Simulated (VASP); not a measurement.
ZrS:

```
CELL_PARAMETERS angstrom
0.00000 2.62500 2.62500
2.62500 0.00000 2.62500
2.62500 2.62500 0.00000
ATOMIC_POSITIONS crystal
Zr 0.00000 0.00000 0.00000
S 0.50000 0.50000 0.50000
```

```yaml
Program: VASP 6.6.1
Task: relaxation of cell and atoms
Functional: LDA
Potentials_or_basis: VASP PAW LDA potentials, release 64 (Zr_sv, S)
Cutoff: 600 eV
k_mesh: 14 × 14 × 14
Occupations: gaussian, width 0.1 eV
Spin: no spin polarisation
```

At the start: pressure -8.8 GPa; volume 18.09 Å³/atom.

Task: How do energy, volume and symmetry change on relaxing?

Result: Over 4 steps the energy falls by 33.4 meV/atom and the volume is 16.94 Å³/atom (-6.3 %); space group Fm-3m (No. 225, to 0.1 Å) before and after.

The path:
```tsv
step	energy change (eV)	largest force (eV/Å)	pressure (GPa)	volume (Å³)
1	0.0000	0.0000	-8.81	36.18
2	0.0523	0.0000	15.35	31.21
3	-0.0667	0.0000	-0.19	33.93
4	-0.0668	0.0000	0.00	33.89
```

Final structure:
```yaml
crystal:
  lattice:
    - [0.00000, 2.56844, 2.56844]
    - [2.56844, 0.00000, 2.56844]
    - [2.56844, 2.56844, 0.00000]
  atoms:
    - { symbol: Zr, position: [0.00000, 0.00000, 0.00000] }
    - { symbol: S, position: [0.50000, 0.50000, 0.50000] }
```

Caveat: the highest band is partly filled, so the run has too few bands.
